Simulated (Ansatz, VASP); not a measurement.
## Two plane-wave programs on GaAs

```
Ga As
1.0
     0.00000    2.80969    2.80969
     2.80969    0.00000    2.80969
     2.80969    2.80969    0.00000
Ga As
1 1
Direct
  0.00000 0.00000 0.00000
  0.75000 0.75000 0.75000
```

Alike in both runs: task single point; functional LDA; k mesh 12 × 12 × 12; occupations gaussian, width 0.05 eV; no spin polarisation.

```csv
,VASP,Ansatz
version,VASP 6.6.1,Ansatz 0.2.0
potentials or method,"VASP PAW LDA potentials, release 64 (Ga_d, As), cutoff 520 eV","scalar-relativistic, plane waves, PAW"
valence electrons in the cell,18,28
```

```tsv
	VASP	Ansatz	Ansatz less VASP
gap on the k mesh at the Fermi level (eV)	0.47	0.42	-0.049
least direct gap on the mesh (eV)	0.47	0.42	-0.049
pressure (GPa)	-0.3	-0.6	-0.31
```

LDA's correlation is that of Perdew and Zunger in VASP and of Perdew and Wang (1992) in Ansatz. VASP's potentials hold 18 valence electrons a cell and Ansatz's 28, so a difference there can come from the potentials and not from the codes.
